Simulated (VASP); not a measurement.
Input of a VASP 6.6.1 run:

INCAR

```
ALGO     = Normal         # electronic algorithm
EDIFF    = 1E-7           # SCF threshold, eV
ENCUT    = 520            # plane-wave cutoff, eV
GGA      = PE             # functional
ISIF     = 2              # what is computed and relaxed
ISMEAR   = 0              # smearing method
IVDW     = 12             # dispersion correction
LASPH    = T              # aspherical terms in the spheres
LCHARG   = F              # write CHGCAR
LREAL    = F              # projectors in reciprocal space
LWAVE    = F              # write WAVECAR
NBANDS   = 15             # bands
NELM     = 80             # most SCF steps
PREC     = Accurate       # precision mode
SIGMA    = 0.1            # smearing width, eV
```

KPOINTS

```
k-points
0
Gamma
  18 18 10
```

POSCAR

```
Os
1.0
    2.7348763160      0.0000000000      0.0000000000
   -1.3674381580      2.3684723658      0.0000000000
    0.0000000000      0.0000000000      4.3265849949
Os
2
Direct
    0.3333333333      0.6666666667      0.2500000000
    0.6666666667      0.3333333333      0.7500000000
```

Potentials or basis: VASP PAW PBE potentials, release 64 (Os).

Run with:

```sh
$ cat potpaw_PBE.64/Os/POTCAR > POTCAR
$ mpirun -np 1 vasp_std > vasp.out
```

(1) Predict the dispersion energy per atom.

(2) What does it give for the pressure?

## Answers

(1) -0.653 eV.

(2) 0.0 GPa.

Caveat: pairwise dispersion overbinds metals, which lowers pressure and volume.
